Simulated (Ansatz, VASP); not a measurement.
One calculation of GaN, two programs

File INCAR:

```
PREC     = Accurate       # precision mode
ENCUT    = 520            # plane-wave cutoff, eV
EDIFF    = 1E-6           # SCF threshold, eV
ISMEAR   = -1             # smearing method
SIGMA    = 0.02           # smearing width, eV
LREAL    = False          # projectors in reciprocal space
LASPH    = True           # aspherical terms in the spheres
NELM     = 60             # most SCF steps
ALGO     = Normal         # electronic algorithm
ISIF     = 2              # what is computed and relaxed
LWAVE    = False          # write WAVECAR
LCHARG   = False          # write CHGCAR
GGA      = PE             # functional
NBANDS   = 16             # bands
```

The input KPOINTS:

```
Automatic mesh
0
Gamma
  10 10 10
```

Contents of POSCAR:

```
GaN
1.0
    0.0421703047      2.1506855410      2.1506855410
    2.1506855410      0.0421703047      2.1506855410
    2.1506855410      2.1506855410      0.0421703047
Ga N
1 1
Direct
    0.0000000000      0.0000000000      0.0000000000
    0.5000000000      0.5000000000      0.5000000000
```

Input for Ansatz:

```yaml
crystal:
  lattice:
    - [0.0421703047, 2.150685541, 2.150685541]
    - [2.150685541, 0.0421703047, 2.150685541]
    - [2.150685541, 2.150685541, 0.0421703047]
  atoms:
    - { symbol: Ga, position: [0.0, 0.0, 0.0] }
    - { symbol: "N", position: [0.5, 0.5, 0.5] }
kpoints:
  mp_grid: { grid: [10, 10, 10] }
  band_path:
    path:
      - [0.0, 0.0, 0.0]
      - [0.5, 0.0, 0.5]
      - [0.625, 0.25, 0.625]
      - [0.375, 0.375, 0.75]
      - [0.5, 0.5, 0.5]
      - [0.5, 0.25, 0.75]
      - [0.195313, 0.195313, 0.348958]
      - [0.0, 0.5, 0.5]
    npoints: 1
hamiltonian:
  xc: pbe
scf:
  occupations: { method: fermi_dirac, width: 0.02 }
  n_extra_bands: 4
output:
  forces: true
  stress: true
  eigenvalues: true
```

Change from the starting cell: shear_111 strain +3.0%.

Alike in both runs: task single point; functional PBE; k mesh 10 × 10 × 10; occupations fermi-dirac, width 0.02 eV; no spin polarisation.

|  | VASP | Ansatz |
| --- | --- | --- |
| version | VASP 6.6.1 | Ansatz 0.2.0 |
| potentials or method | VASP PAW PBE potentials, release 64 (Ga_d, N) | plane waves, PAW |
| plane-wave cutoff (eV) | 520 | 420 |
| valence electrons in the cell | 18 | 18 |

```csv
,VASP,Ansatz,Ansatz less VASP
pressure (GPa),2.2,1.4,-0.78
"traceless stress, the component that is largest in VASP (GPa)",-4.20,-4.21,-0.006
```
